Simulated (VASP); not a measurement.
**BN: single point with PBE+D3(BJ)**

BN:

```
CELL_PARAMETERS angstrom
2.54164 0.00000 0.00000
-1.27082 2.20113 0.00000
0.00000 0.00000 4.20357
ATOMIC_POSITIONS crystal
B 0.66667 0.33333 0.00024
B 0.33333 0.66667 0.50024
N 0.66667 0.33333 0.37476
N 0.33333 0.66667 0.87476
```

```json
{"Program": "VASP 6.6.1", "Task": "single point", "Functional": "PBE", "Dispersion": "D3(BJ)", "Potentials or basis": "VASP PAW PBE potentials, release 64 (B, N)", "Cutoff": "600 eV", "k mesh": "12 × 12 × 6", "Occupations": "gaussian, width 0.02 eV", "Spin": "no spin polarisation", "Dipole correction": "no", "Further INCAR settings": "ALGO = Normal; EDIFF = 1e-06; NBANDS = 16"}
```

```json
{
 "Pressure": "0.0 GPa",
 "Band gap on the k mesh": "5.18 eV (least direct gap 8.31 eV)",
 "Dispersion energy per atom": "-0.210 eV"
}
```

Forces in eV/Å, atoms in the order of the input:
```
B    0.000  0.000  0.002
B    0.000  0.000  0.002
N    0.000  0.000 -0.002
N    0.000  0.000 -0.002
```

Levels at points of the mesh, in eV from the valence-band top:
```csv
k point,band 6,band 7,band 8,band 9,band 10,band 11
"(0.00, 0.00, 0.00)",-0.27,0.00,0.00,8.39,8.39,8.64
"(0.50, 0.00, 0.00)",-5.01,-4.44,-2.12,6.73,7.98,10.63
"(0.00, 0.00, 0.50)",-1.18,-1.18,-1.18,9.54,9.54,9.96
"(0.50, 0.00, 0.50)",-3.79,-3.59,-3.59,6.61,6.61,10.08
```

It took 15 s on 1 thread of Intel(R) Xeon(R) Platinum 8375C CPU @ 2.90GHz (Ice Lake), with other jobs on the host, peak memory 0.16 GiB.

A k mesh can miss the band edges.
